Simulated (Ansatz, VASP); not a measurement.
# Two plane-wave programs on Co

```
CELL_PARAMETERS angstrom
0.00000 3.59210 3.59210
1.79605 0.00000 1.79605
1.79605 1.79605 0.00000
ATOMIC_POSITIONS crystal
Co 0.00000 0.00000 0.00000
Co 0.50000 0.00000 0.00000
```

Change from the starting cell: parallel moments scaled by 0.1, plain SCF.

Alike in both runs: task single point; functional PBE; k mesh 7 × 14 × 14; occupations fermi-dirac, width 0.1 eV; collinear spin.

|  | VASP | Ansatz |
| --- | --- | --- |
| version | VASP 6.6.1 | Ansatz 0.2.0 |
| potentials or method | VASP PAW PBE potentials, release 64 (Co), cutoff 520 eV | PAW, plane waves, scalar-relativistic |
| valence electrons in the cell | 18 | 34 |

|  | VASP | Ansatz | Ansatz less VASP |
| --- | --- | --- | --- |
| pressure (GPa) | -21.9 | -10.3 | +11.57 |
| net moment per atom (μB) | 0.00 | 1.71 | +1.714 |
| size of the moment on the site where the two differ most (μB) | 0.00 | 1.79 | +1.788 |

The net moments are unlike, so the other rows may belong to different states. Site moments also hang on the region over which each program counts them. VASP's potentials hold 18 valence electrons a cell and Ansatz's 34, so a difference there can come from the potentials and not from the codes.
